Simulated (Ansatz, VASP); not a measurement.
SnSe: VASP beside Ansatz

File INCAR:

```
SYSTEM = SnSe
  ALGO = Normal
  EDIFF = 1E-6
  ENCUT = 500
  GGA_COMPAT = .FALSE.
  ISIF = 2
  ISMEAR = 0
  LASPH = .TRUE.
  LCHARG = .TRUE.
  LELF = .TRUE.
  LREAL = .FALSE.
  LVHAR = .TRUE.
  LWAVE = .FALSE.
  NBANDS = 28
  NELM = 120
  PREC = Accurate
  SIGMA = 0.05
```

File KPOINTS:

```
k-points
0
G
  6 6 4
  0 0 0
```

Contents of POSCAR:

```
SnSe
1.0
    4.1898989379      0.0000000000      0.0000000000
    0.0000000000      4.1898989379      0.0000000000
    0.0000000000      0.0000000000     10.9796229414
Sn Se
2 2
Direct
    0.5000000000      0.0000000000      0.3781633338
    0.0000000000      0.5000000000      0.6218366662
    0.5000000000      0.0000000000      0.6308859938
    0.0000000000      0.5000000000      0.3782217871
```

Input for Ansatz:

```yaml
crystal:
  lattice:
    - [4.1898989379, 0.0, 0.0]
    - [0.0, 4.1898989379, 0.0]
    - [0.0, 0.0, 10.9796229414]
  atoms:
    - { symbol: Sn, position: [0.5, 0.0, 0.3781633338] }
    - { symbol: Sn, position: [0.0, 0.5, 0.6218366662] }
    - { symbol: Se, position: [0.5, 0.0, 0.6308859938] }
    - { symbol: Se, position: [0.0, 0.5, 0.3782217871] }
basis:
  ecutwfc: 420
kpoints:
  mp_grid: { grid: [6, 6, 4] }
hamiltonian:
  xc: lda
scf:
  occupations: { method: gaussian, width: 0.05 }
output:
  forces: true
  stress: true
  eigenvalues: true
  write_density: true
  write_potential: true
  elf: true
  volumetric_format: npy
```

Alike in both runs: task single point; functional LDA; k mesh 6 × 6 × 4; occupations gaussian, width 0.05 eV; no spin polarisation.

|  | VASP | Ansatz |
| --- | --- | --- |
| version | VASP 6.6.1 | Ansatz 0.2.0 |
| potentials or method | VASP PAW LDA potentials, release 64 (Sn_d, Se), cutoff 500 eV | scalar-relativistic, plane waves, PAW |
| valence electrons in the cell | 40 | 60 |

Ansatz gave:

| Property | Result |
| --- | --- |
| gap on the k mesh at the Fermi level (eV) | 1.29 |
| least direct gap on the mesh (eV) | 1.29 |
| rms of the force components (eV/Å) | 0.197 |

Task: What did VASP give for the same quantities?

Result: gap on the k mesh at the Fermi level (eV): 1.29; least direct gap on the mesh (eV): 1.29; rms of the force components (eV/Å): 0.192.

LDA's correlation is that of Perdew and Zunger in VASP and of Perdew and Wang (1992) in Ansatz. Atom by atom the forces differ by 0.012 eV/Å (rms over components). VASP's potentials hold 40 valence electrons a cell and Ansatz's 60, so a difference there can come from the potentials and not from the codes. Ansatz's warnings: xc potential rough in thin density.
